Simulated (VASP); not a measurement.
Wanted: the native input for a VASP 6.6.1 run.

```yaml
Task: single point
Functional: PBE
Potentials_or_basis: VASP PAW PBE potentials, release 64 (In_d, P)
Cutoff: 520 eV
k_mesh: 6 × 6 × 6
Occupations: gaussian, width 0.01 eV
Spin: no spin polarisation
Dipole_correction: no
Further_INCAR_settings: ALGO = Normal; EDIFF = 1e-06; NBANDS = 16
```

The structure of InP lies in POSCAR:

```
InP
1.0
    0.0000000000      3.0086917713      3.0086917713
    3.0086917713      0.0000000000      3.0086917713
    3.0086917713      3.0086917713      0.0000000000
In P
1 1
Direct
    0.0000000000      0.0000000000      0.0000000000
    0.2500000000      0.2500000000      0.2500000000
```

This cell differs from its parent crystal: volume changed by +3%.

These files were run (other wordings do the same):

INCAR

```
SYSTEM = InP
PREC = Accurate
ENCUT = 520
EDIFF = 1E-6
ISMEAR = 0
SIGMA = 0.01
LREAL = .False.
LASPH = .True.
NELM = 100
ALGO = Normal
ISIF = 2
LWAVE = .False.
LCHARG = .True.
GGA = PE
LELF = .True.
LVHAR = .True.
NBANDS = 16
```

KPOINTS

```
regular mesh
0
Gamma
  6 6 6
  0 0 0
```

Potentials or basis: VASP PAW PBE potentials, release 64 (In_d, P).

Launch:

```console
$ cat potpaw_PBE.64/In_d/POTCAR potpaw_PBE.64/P/POTCAR > POTCAR
$ mpirun -np 1 vasp_std > vasp.out
```

Results of the run:

| Item | Value |
| --- | --- |
| Pressure | -1.7 GPa |
| Band gap on the k mesh | 0.28 eV, direct |

Caveat: spin-orbit coupling is left out, which moves the levels of the heavy elements.

It took 7.7 s on 1 thread of AMD EPYC 9R45 96-Core Processor (Zen 5), with other jobs on the host, peak memory 0.15 GiB.
